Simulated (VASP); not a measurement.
# Pt (Fd-3m) in VASP: notebook

The runs below take Pt through single point, with PBE.

Everything below comes from runs of VASP 6.6.1. Logs are shortened: lines on timing, memory, paths and dates and some standing lists are left out, and cuts for length are marked.

## 1. The cell of the first run

It takes space group Fd-3m (No. 227, cubic). The conventional cell has a = 5.744 Å, b = 5.744 Å, c = 5.744 Å, α = 90.00°, β = 90.00°, γ = 90.00°. Pt (site symmetry -43m) has 4 Pt at 2.49 Å within 3.3 Å.

## 2. Single point, PBE

INCAR reads:

```
SYSTEM = Pt
ALGO     = Normal         ! electronic algorithm
EDIFF    = 1E-7           ! SCF threshold, eV
ENCUT    = 520            ! plane-wave cutoff, eV
GGA      = PE             ! functional
ISIF     = 2              ! what is computed and relaxed
ISMEAR   = 1              ! smearing method
LASPH    = .True.         ! aspherical terms in the spheres
LCHARG   = .False.        ! write CHGCAR
LREAL    = .False.        ! projectors in reciprocal space
LWAVE    = .False.        ! write WAVECAR
NBANDS   = 17             ! bands
NELM     = 60             ! most SCF steps
PREC     = Accurate       ! precision mode
SIGMA    = 0.05           ! smearing width, eV
```

KPOINTS reads:

```
k-points
0
Gamma
  12 12 12
  0 0 0
```

POSCAR reads:

```
Pt
1.0
    0.0000000000      2.8720480701      2.8720480701
    2.8720480701      0.0000000000      2.8720480701
    2.8720480701      2.8720480701      0.0000000000
Pt
2
Direct
    0.0000000000      0.0000000000      0.0000000000
    0.2500000000      0.2500000000      0.2500000000
```

Potentials or basis: VASP PAW PBE potentials, release 64 (Pt).

Run with:

```
> cat potpaw_PBE.64/Pt/POTCAR > POTCAR
> mpirun -np 1 vasp_std > vasp.out
```

OUTCAR:

```text
SYSTEM = Pt
   EDIFF = 1E-7
   ENCUT = 520
   GGA = PE
   ISIF = 2
   ISMEAR = 1
   LASPH = .True.
   LREAL = .False.
   NELM = 60
   PREC = Accurate

 ion  position               nearest neighbor table
   1  0.000  0.000  0.000-   2 2.49   2 2.49   2 2.49   2 2.49
   2  0.250  0.250  0.250-   1 2.49   1 2.49   1 2.49   1 2.49

  LATTYP: Found a face centered cubic cell.
 ALAT       =     5.7440961402

  Lattice vectors:

 A1 = (   0.0000000000,   2.8720480701,   2.8720480701)
 A2 = (   2.8720480701,   0.0000000000,   2.8720480701)
 A3 = (   2.8720480701,   2.8720480701,   0.0000000000)

Analysis of symmetry for initial positions (statically):
=====================================================================
 Subroutine PRICEL returns:
 Original cell was already a primitive cell.

 Routine SETGRP: Setting up the symmetry group for a
 face centered cubic supercell.

 Subroutine GETGRP returns: Found 48 space group operations
 (whereof 24 operations were pure point group operations)
 out of a pool of 48 trial point group operations.

The static configuration has the point symmetry T_d .
 The point group associated with its full space group is O_h .

Analysis of symmetry for dynamics (positions and initial velocities):
=====================================================================
 Subroutine PRICEL returns:
 Original cell was already a primitive cell.

 Routine SETGRP: Setting up the symmetry group for a
 face centered cubic supercell.

 Subroutine GETGRP returns: Found 48 space group operations
 (whereof 24 operations were pure point group operations)
 out of a pool of 48 trial point group operations.

The dynamic configuration has the point symmetry T_d .
 The point group associated with its full space group is O_h .

 Subroutine INISYM returns: Found 48 space group operations
 (whereof 24 operations are pure point group operations),
 and found     1 'primitive' translations

----------------------------------------------------------------------------------------

                                     Primitive cell

  volume of cell :      47.3811

  direct lattice vectors                    reciprocal lattice vectors
     0.000000000  2.872048070  2.872048070    -0.174091794  0.174091794  0.174091794
     2.872048070  0.000000000  2.872048070     0.174091794 -0.174091794  0.174091794
     2.872048070  2.872048070  0.000000000     0.174091794  0.174091794 -0.174091794

  length of vectors
     4.061689333  4.061689333  4.061689333     0.301535832  0.301535832  0.301535832

  position of ions in fractional coordinates (direct lattice)
     0.000000000  0.000000000  0.000000000
     0.250000000  0.250000000  0.250000000

  ion indices of the primitive-cell ions
   primitive index   ion index
                 1           1
                 2           2

----------------------------------------------------------------------------------------

 KPOINTS: k-points

Automatic generation of k-mesh.
 Grid dimensions read from file:
 generate k-points for:   12   12   12

 Generating k-lattice:

  Cartesian coordinates                     Fractional coordinates (reciprocal lattice)
    -0.014507649  0.014507649  0.014507649     0.083333333  0.000000000  0.000000000
     0.014507649 -0.014507649  0.014507649     0.000000000  0.083333333  0.000000000
     0.014507649  0.014507649 -0.014507649     0.000000000  0.000000000  0.083333333

  Length of vectors
     0.025127986  0.025127986  0.025127986

  Shift w.r.t. Gamma in fractional coordinates (k-lattice)
     0.000000000  0.000000000  0.000000000

 Subroutine IBZKPT returns following result:
 ===========================================

 Found     72 irreducible k-points:

 Following reciprocal coordinates:
            Coordinates               Weight
  0.000000  0.000000  0.000000      1.000000
  0.083333  0.000000  0.000000      8.000000
  0.166667  0.000000  0.000000      8.000000
  0.250000  0.000000  0.000000      8.000000
  0.333333  0.000000  0.000000      8.000000
  0.416667  0.000000  0.000000      8.000000
[... 16 lines left out ...]
  0.500000  0.166667  0.000000     24.000000
 -0.416667  0.166667  0.000000     24.000000
 [... further k-points ...]
   k-points           NKPTS =     72   k-points in BZ     NKDIM =     72   number of bands    NBANDS=     17
   number of dos      NEDOS =    301   number of ions     NIONS =      2
   total plane-waves  NPLWV =  27000
   dimension x,y,z NGX =    30 NGY =   30 NGZ =   30
   dimension x,y,z NGXF=    60 NGYF=   60 NGZF=   60
   ions per type =               2
   NGX,Y,Z   is equivalent  to a cutoff of  12.28, 12.28, 12.28 a.u.
   NGXF,Y,Z  is equivalent  to a cutoff of  24.56, 24.56, 24.56 a.u.
 SYSTEM =  Pt
   PREC   = accura    normal or accurate (medium, high low for compatibility)
   ISTART =      0    job   : 0-new  1-cont  2-samecut
   ICHARG =      2    charge: 1-file 2-atom 10-const
   ISPIN  =      1    spin polarized calculation?
   LNONCOLLINEAR =      F non collinear calculations
   LSORBIT =      F    spin-orbit coupling
   LASPH  =      T    aspherical Exc in radial PAW
   ENCUT  =  520.0 eV  38.22 Ry    6.18 a.u.   7.55  7.55  7.55*2*pi/ulx,y,z
   NELM   =     60;   NELMIN=  2; NELMDL= -5     # of ELM steps
   EDIFF  = 0.1E-06   stopping-criterion for ELM
   LREAL  =      F    real-space projection
   EDIFFG = 0.1E-05   stopping-criterion for IOM
   NSW    =      0    number of steps for IOM
   IBRION =     -1    ionic relax: 0-MD 1-quasi-New 2-CG
   NFREE  =      0    steps in history (QN), initial steepest desc. (CG)
   ISIF   =      2    stress and relaxation
   ISYM   =      2    0-nonsym 1-usesym 2-fastsym
   POTIM  = 0.5000    time-step for ionic-motion
   TEBEG  =    0.0;   TEEND  =   0.0 temperature during run
   PSTRESS=    0.0 pullay stress
   NELECT =      20.0000    total number of electrons
   NUPDOWN=      -1.0000    fix difference up-down
   EMIN   =  10.00;   EMAX   =-10.00  energy-range for DOS
   EFERMI =   0.00;   METHOD = LEGACY
   ISMEAR =     1;   SIGMA  =   0.05  broadening in eV -4-tet -1-fermi 0-gaus
   EFERMI_NEDOS =   21; number of points for ismear=-14 and -15
   IALGO  =     38    algorithm
   IMIX   =      4    mixing-type and parameters
     AMIX     =   0.40;   BMIX     =  1.00
     AMIX_MAG =   1.60;   BMIX_MAG =  1.00
  volume/ion in A,a.u.               =      23.69       159.87
  Fermi-wavevector in a.u.,A,eV,Ry     =   1.228051  2.320680 20.519078  1.508110
  Thomas-Fermi vector in A             =   2.362991
   LORBIT       =      0    0 simple, 1 ext, 2 COOP (PROOUT), +10 PAW based schemes
   GGA     = PE    functional components
   LHFCALC =     F    Hartree Fock is set to
   AEXX    =    0.0000 exact exchange contribution
   IVDW    =     0    specifies the selected vdW correction
   LEPSILON=     F    determine dielectric tensor
   LRPA    =     F    only Hartree local field effects (RPA)
 non-spin polarized calculation
 Methfessel and Paxton  Order N= 1 SIGMA  =   0.05
  energy-cutoff  :      520.00
  volume of cell :       47.38
 maximum number of plane-waves:      1303
   NGX = 15   NGY = 15   NGZ = 15

 number of electron      19.9999997 magnetization

 Free energy of the ion-electron system (eV)
  ---------------------------------------------------
  ext. energy  EPLUGINS =         0.00000000
  ---------------------------------------------------
  free energy    TOTEN  =       -10.05163912 eV

  energy without entropy =      -10.05168735  energy(sigma->0) =      -10.05165519

 E-fermi :   5.2398     XC(G=0): -10.5169

 val. band max:        5.2383503048   @ k =  -0.2500   0.0833   0.0000
 cond. band min:       5.2413880052   @ k =  -0.3333   0.4167   0.0833
 fundamental gap:      0.0030377004
 Fermi energy:         5.2397715051

 k-point     1 :       0.0000    0.0000    0.0000
  band No.  band energies     occupation
      1      -1.8587      2.00000
      2       0.6944      2.00000
      3       0.6944      2.00000
      4       0.8604      2.00000
      5       0.8604      2.00000
      6       0.8604      2.00000
[... 9 lines left out ...]
     16      16.8881      0.00000
     17      17.8062      0.00000

 k-point     2 :       0.0833    0.0000    0.0000
  band No.  band energies     occupation
      1      -1.7547      2.00000
      2       0.5924      2.00000
      3       0.5924      2.00000
      4       0.8504      2.00000
      5       0.9975      2.00000
      6       0.9975      2.00000
[... 9 lines left out ...]
     16      16.7088      0.00000
     17      18.3174      0.00000

 k-point     3 :       0.1667    0.0000    0.0000
  band No.  band energies     occupation
      1      -1.4575      2.00000
      2       0.4972      2.00000
      3       0.4972      2.00000
      4       0.8244      2.00000
      5       1.1744      2.00000
      6       1.1744      2.00000
[... 9 lines left out ...]
     16      17.3181      0.00000
     17      18.0767      0.00000

 k-point     4 :       0.2500    0.0000    0.0000
  band No.  band energies     occupation
      1      -1.0184      2.00000
      2       0.4734      2.00000
      3       0.4734      2.00000
      4       0.7909      2.00000
      5       1.2686      2.00000
      6       1.2686      2.00000
[... 9 lines left out ...]
     16      17.2938      0.00000
     17      18.4779      0.00000
[... 343 lines left out ...]
      1      -0.0936      2.00000
      2       0.1849      2.00000
      3       0.6587      2.00000
      4       0.7354      2.00000
      5       1.2777      2.00000
      6       1.5937      2.00000
[... 9 lines left out ...]
     16      18.2805      0.00000
     17      18.9930      0.00000

 k-point    23 :       0.5000    0.1667    0.0000
  band No.  band energies     occupation
      1       0.1601      2.00000
      2       0.2452      2.00000
      3       0.6419      2.00000
      4       0.6672      2.00000
      5       1.3832      2.00000
      6       1.4257      2.00000
[... 9 lines left out ...]
     16      18.4501      0.00000
     17      19.7700      0.00000

 k-point    24 :      -0.4167    0.1667    0.0000
  band No.  band energies     occupation
      1       0.1550      2.00000
      2       0.3399      2.00000
      3       0.5044      2.00000
      4       0.7737      2.00000
      5       1.2192      2.00000
      6       1.5398      2.00000
[... 9 lines left out ...]
     16      18.0535      0.00000
     17      19.5533      0.00000

 [... further k-points ...]
[... 5 lines left out ...]
  --------------------------------------------------------------------------------------
  -------------------------------------------------------------------------------------
  Total        0.4017823      0.4017823      0.4017823      0.0000000      0.0000000      0.0000000
  in kB       13.5861461     13.5861461     13.5861461      0.0000000      0.0000000      0.0000000
  external PRESSURE =      13.5861461 kB  Pullay stress =       0.0000000 kB

 VOLUME and BASIS-vectors are now :
 -----------------------------------------------------------------------------
  energy-cutoff  :      520.00
  volume of cell :       47.38
      direct lattice vectors                 reciprocal lattice vectors
     0.000000000  2.872048070  2.872048070    -0.174091794  0.174091794  0.174091794
     2.872048070  0.000000000  2.872048070     0.174091794 -0.174091794  0.174091794
     2.872048070  2.872048070  0.000000000     0.174091794  0.174091794 -0.174091794

 POSITION                                       TOTAL-FORCE (eV/Angst)
 -----------------------------------------------------------------------------------
      0.00000      0.00000      0.00000         0.000000      0.000000      0.000000
      1.43602      1.43602      1.43602        -0.000000     -0.000000     -0.000000
 -----------------------------------------------------------------------------------
    total drift:                                0.000000     -0.000000      0.000000

  FREE ENERGIE OF THE ION-ELECTRON SYSTEM (eV)
  ---------------------------------------------------
  free  energy   TOTEN  =       -10.0516391188 eV

  energy  without entropy=      -10.0516873452  energy(sigma->0) =      -10.05165519
```

Wall time 66 s (1 thread of AMD EPYC 7R13, shared host); peak memory 0.17 GiB.

Results:

| Item | Value |
| --- | --- |
| Free energy | -10.0516 eV |
| Pressure | 1.4 GPa |
| Band gap on the k mesh | zero (band 10 reaches 5.43 eV, above the bottom of band 11 at 4.81 eV) |

Levels at points of the mesh, in eV from the Fermi level:
```csv
k point,band 6,band 7,band 8,band 9,band 10,band 11,band 12,band 13,band 14,band 15
"(0.00, 0.00, 0.00)",-4.38,-1.89,-1.89,-1.89,-0.10,-0.10,10.50,10.61,11.65,11.65
"(0.50, 0.00, 0.00)",-4.21,-1.40,-1.40,-1.36,-0.43,-0.43,0.74,8.00,8.00,9.93
"(0.50, 0.50, 0.00)",-3.40,-2.51,-2.51,-0.17,-0.17,1.28,1.28,3.89,3.89,9.41
```

Caveat: spin-orbit coupling is left out, which moves the levels of the heavy elements.

## 3. Single point, PBE

This run uses another cell than the first one, of 24.05 Å³/atom, 1.015 times its volume.

INCAR reads:

```
SYSTEM = Pt
PREC = Accurate ; ENCUT = 520
EDIFF = 1E-6 ; ISMEAR = 1
SIGMA = 0.05 ; LREAL = .FALSE.
LASPH = .TRUE. ; NELM = 60
ALGO = Normal ; ISIF = 2
LWAVE = .FALSE. ; LCHARG = .FALSE.
GGA = PE ; NBANDS = 17
```

KPOINTS reads:

```
Automatic mesh
0
G
  12 12 12
  0 0 0
```

POSCAR reads:

```
Pt
1.0
    0.0000000000      2.8865536094      2.8865536094
    2.8865536094      0.0000000000      2.8865536094
    2.8865536094      2.8865536094      0.0000000000
Pt
2
Direct
    0.0000000000      0.0000000000      0.0000000000
    0.2500000000      0.2500000000      0.2500000000
```

Potentials or basis: VASP PAW PBE potentials, release 64 (Pt).

Run with:

```
> cat potpaw_PBE.64/Pt/POTCAR > POTCAR
> mpirun -np 1 vasp_std > vasp.out
```

Run time: 59 s. Hardware: 1 thread of AMD EPYC 7R13, shared host; peak memory 0.17 GiB.

Results (log left out):

| Property | Result |
| --- | --- |
| Free energy | -10.0540 eV |
| Pressure | -0.4 GPa |
| Band gap on the k mesh | zero (band 10 reaches 5.24 eV, above the bottom of band 11 at 4.63 eV) |

Levels at points of the mesh, in eV from the Fermi level:
```csv
k point,band 7,band 8,band 9,band 10,band 11,band 12,band 13,band 14
"(0.00, 0.00, 0.00)",-1.84,-1.84,-1.84,-0.11,-0.11,10.42,10.56,11.53
"(0.50, 0.00, 0.00)",-1.37,-1.37,-1.30,-0.42,-0.42,0.73,7.93,7.93
"(0.50, 0.50, 0.00)",-2.45,-2.45,-0.17,-0.17,1.27,1.27,3.90,3.90
```

Caveat: spin-orbit coupling is left out, which moves the levels of the heavy elements.

[end of part 1 of 2]
